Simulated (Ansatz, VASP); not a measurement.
Given: the input of a run of Ansatz 0.2.0 on K.

Contents of input.yaml:

```yaml
crystal:
  lattice:
    - [-2.7330567785, 2.7330567785, 2.7330567785]
    - [2.7330567785, -2.7330567785, 2.7330567785]
    - [2.7330567785, 2.7330567785, -2.7330567785]
  atoms:
    - { symbol: K, position: [0.0, 0.0, 0.0] }
hamiltonian:
  xc: pbesol
  pseudopotentials: { kind: paw, source: jth, xc_functional: pbe }
kpoints:
  mp_grid: { grid: [7, 7, 7] }
scf:
  occupations: { method: fermi_dirac, width: 0.05 }
output:
  forces: true
  stress: true
  eigenvalues: true
```

Potentials or basis: JTH PAW.

Run with:

```console
$ ansatz run input.yaml --threads 2 --pin off --max-ram 5632MiB --backend cpu --events-out ev --progress --plain --runs-dir out
```

Question: Translate it to VASP 6.6.1. Potentials there: VASP PAW PBE potentials, release 64 (K_sv).

Answer: As run (the cutoff follows the program's own potentials):

INCAR

```
SYSTEM = K
  PREC = Accurate
  ENCUT = 520
  EDIFF = 1E-7
  ISMEAR = -1
  SIGMA = 0.05
  LREAL = .False.
  LASPH = .True.
  NELM = 60
  ALGO = Fast
  ISIF = 2
  LWAVE = .False.
  LCHARG = .False.
  GGA = PS
  NBANDS = 10
```

File KPOINTS:

```
regular mesh
0
Gamma
  7 7 7
  0 0 0
```

File POSCAR:

```
K
1.0
   -2.7330567785      2.7330567785      2.7330567785
    2.7330567785     -2.7330567785      2.7330567785
    2.7330567785      2.7330567785     -2.7330567785
K
1
Direct
    0.0000000000      0.0000000000      0.0000000000
```

Potentials or basis: VASP PAW PBE potentials, release 64 (K_sv).

Launch:

```sh
$ cat potpaw_PBE.64/K_sv/POTCAR > POTCAR
$ mpirun -np 1 vasp_std > vasp.out
```

Both were run:

|  | VASP | Ansatz | Ansatz less VASP |
| --- | --- | --- | --- |
| gap on the k mesh at the Fermi level (eV) | none | none | - |
| pressure (GPa) | -0.4 | -0.4 | +0.01 |

VASP's potentials were made for PBE, not for PBEsol. A gap of «none» marks a metal or a gap that the smearing closes.
